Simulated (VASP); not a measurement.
Input of a VASP 6.6.1 run:

Contents of INCAR:

```
SYSTEM = Cd
  PREC = Accurate
  ENCUT = 500
  EDIFF = 1E-6
  ISMEAR = -1
  SIGMA = 0.05
  LREAL = .FALSE.
  LASPH = .TRUE.
  NELM = 120
  ALGO = Normal
  ISIF = 2
  LWAVE = .FALSE.
  LCHARG = .FALSE.
  GGA = PE
  NBANDS = 19
  GGA_COMPAT = .FALSE.
```

KPOINTS

```
regular mesh
0
G
  16 16 7
  0 0 0
```

File POSCAR:

```
Cd
1.0
    2.9487808294      0.0000000000      0.0000000000
   -1.4743904147      2.5537191084      0.0000000000
    0.0000000000      0.0000000000      5.5609021808
Cd
2
Direct
    0.3333333333      0.6666666667      0.2500000000
    0.6666666667      0.3333333333      0.7500000000
```

Potentials or basis: VASP PAW PBE potentials, release 64 (Cd).

Launch:

```bash
$ cat potpaw_PBE.64/Cd/POTCAR > POTCAR
$ mpirun -np 1 vasp_std > vasp.out
```

Task: Estimate the band gap on the k mesh.

Result: Zero (bands 12 and 13 overlap by 3.98 eV).

Task: Predict the pressure.

Result: 5.3 GPa.

Stress tensor (GPa, compression positive):
```
6.10 0.00 0.00
0.00 6.10 0.00
0.00 0.00 3.82
```

Caveat: the cell stands under pressure.
